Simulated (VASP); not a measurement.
Crystal: Mg.

```
Mg
1.0
     0.00000    2.24426    2.24426
     2.24426    0.00000    2.24426
     2.24426    2.24426    0.00000
Mg
1
Direct
  0.00000 0.00000 0.00000
```

- Program: VASP 6.6.1
- Task: relaxation of cell and atoms
- Functional: RPBE
- Potentials or basis: VASP PAW PBE potentials, release 64 (Mg)
- Cutoff: 600 eV
- k mesh: 10 × 10 × 10
- Occupations: fermi-dirac, width 0.05 eV
- Spin: no spin polarisation

At the start: pressure 1.8 GPa; volume 22.61 Å³/atom.

How do energy, volume and symmetry change on relaxing?

Over 3 steps the energy falls by 6.2 meV/atom and the volume is 23.75 Å³/atom (+5.0 %); space group Fm-3m (No. 225, to 0.05 Å).

Step by step:
```
step  energy change (eV)  largest force (eV/Å)  pressure (GPa)  volume (Å³)
   1              0.0000                0.0000            1.84        22.61
   2             -0.0059                0.0000            0.40        23.47
   3             -0.0062                0.0000           -0.02        23.75
```

Final structure:
```xyz
1
Lattice="0.0000 2.2813 2.2813 2.2813 0.0000 2.2813 2.2813 2.2813 0.0000" Properties=species:S:1:pos:R:3 pbc="T T T"
Mg    0.0000    0.0000    0.0000
```

Caveat: the PAW data sets were made with another functional, which shifts forces and pressure a little.
